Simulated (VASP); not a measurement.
Wanted: the native input for a VASP 6.6.1 run.

* Task: single point
* Functional: PBE
* Potentials or basis: VASP PAW PBE potentials, release 64 (Ga_d, Re, Sb)
* Cutoff: 520 eV
* k mesh: 6 × 6 × 2
* Occupations: gaussian, width 0.1 eV
* Spin: no spin polarisation
* Dipole correction: no
* Further INCAR settings: ALGO = Normal; EDIFF = 1e-06; NBANDS = 30

The structure of GaRe2Sb3 lies in POSCAR:

```
GaRe2Sb3
1.0
    4.5496099468      0.0000000000      0.0000000000
   -2.2748049734      3.9400777912      0.0000000000
    0.0000000000      0.0000000000      7.4497505164
Ga Re Sb
1 2 3
Direct
    0.0000000000      0.0000000000      0.5000000000
    0.6666666667      0.3333333333      0.0949082912
    0.3333333333      0.6666666667      0.9050917088
    0.0000000000      0.0000000000      0.0000000000
    0.6666666667      0.3333333333      0.7264270132
    0.3333333333      0.6666666667      0.2735729868
```

The cell was generated, and may not be a known phase.

These files were run (other wordings do the same):

INCAR

```
  PREC = Accurate
  ENCUT = 520
  EDIFF = 1E-6
  ISMEAR = 0
  SIGMA = 0.1
  LREAL = False
  LASPH = True
  NELM = 80
  ALGO = Normal
  ISIF = 2
  LWAVE = False
  LCHARG = False
  GGA = PE
  NBANDS = 30
```

KPOINTS

```
Automatic mesh
0
Gamma
  6 6 2
```

Potentials or basis: VASP PAW PBE potentials, release 64 (Ga_d, Re, Sb).

Command:

```bash
$ cat potpaw_PBE.64/Ga_d/POTCAR potpaw_PBE.64/Re/POTCAR potpaw_PBE.64/Sb/POTCAR > POTCAR
$ mpirun -np 1 vasp_std > vasp.out
```

Results of the run:

- Pressure: 0.0 GPa
- Largest force: 0.036 eV/Å
- Band gap on the k mesh: zero (bands 21 and 22 overlap by 0.81 eV)

Caveat: the k points lie up to 0.42 Å⁻¹ apart, too coarse for converged energies and pressures of a metal; spin-orbit coupling is left out, which moves the levels of the heavy elements.

Run time: 85 s on 1 thread of Oxide Virtual Turin-like Processor, with other jobs on the host, peak memory 0.24 GiB.
